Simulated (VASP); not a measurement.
## TiAl3: single point with PBE

Crystal: TiAl3.

```
Ti Al
1.0
    -1.83466    1.83466    4.28067
     1.83466   -1.83466    4.28067
     1.83466    1.83466   -4.28067
Ti Al
1 3
Direct
  0.00000 0.00000 0.00000
  0.25000 0.75000 0.50000
  0.75000 0.25000 0.50000
  0.50000 0.50000 0.00000
```

```
Program                : VASP 6.6.1
Task                   : single point
Functional             : PBE
Potentials or basis    : VASP PAW PBE potentials, release 64 (Ti_sv, Al)
Cutoff                 : 520 eV
k mesh                 : 9 × 9 × 9
Occupations            : fermi-dirac, width 0.05 eV
Spin                   : no spin polarisation
Dipole correction      : no
Further INCAR settings : ALGO = Normal; EDIFF = 1e-07; NBANDS = 18
```

```json
{
  "Pressure": "13.4 GPa",
  "Band gap on the k mesh": "zero (an odd number of electrons rules out a gap without spin polarisation)"
}
```

Stress tensor (GPa, compression positive):
```
16.68  0.00  0.00
 0.00 16.68  0.00
 0.00  0.00  6.72
```

Levels at points of the mesh, in eV from the Fermi level:
| k point | band 7 | band 8 | band 9 | band 10 | band 11 | band 12 | band 13 | band 14 |
| --- | --- | --- | --- | --- | --- | --- | --- | --- |
| (0.00, 0.00, 0.00) | -3.07 | -1.53 | -1.18 | -1.18 | 0.96 | 2.14 | 2.14 | 2.25 |

It took 3.2 min on 1 thread of Intel Xeon 8259CL (shared host), peak memory 0.28 GiB.

Caveat: the stress differs along the axes, from 7 to 17 GPa.
